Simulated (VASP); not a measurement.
Runs of VASP 6.6.1 on Zn. The structure is that of space group Fm-3m (No. 225), or close to it. The cells are those of the table. 

| task | cell | k mesh | cutoff (eV) | gap on the mesh (eV) | pressure (GPa) | relaxed volume (Å³/atom) |
| --- | --- | --- | --- | --- | --- | --- |
| single point | a = 3.031 Å, angles 60.0°, 1 atom | 8 × 8 × 8 | 500 | none | -8.7 | - |
| relaxation of cell and atoms | relaxed from a = 3.031 Å, angles 60.0°, 1 atom | 8 × 8 × 8 | 500 | none | 0.3 | 15.20 |
| relaxation of cell and atoms | relaxed from a = 2.784 Å, angles 60.0°, 1 atom | 18 × 18 × 18 | 600 | none | -0.1 | 15.23 |
| single point | a = 2.778 Å, angles 60.0°, 1 atom | 18 × 18 × 18 | 520 | none | 0.3 | - |
| single point | a = 2.784 Å, angles 60.0°, 1 atom | 8 × 8 × 8 | 500 | none | (a) | - |

Alike in all rows: level PBE; potentials or basis VASP PAW PBE potentials, release 64 (Zn); no spin polarisation; smearing gaussian 0.1 eV.

Problem. Fill in the values left out.

Solution. (a) 0.2.

Caveats: the volume moved by over 15 % at a fixed basis, so the end points are rough (some runs).

A gap of «none» marks levels without a gap at the run's occupations.
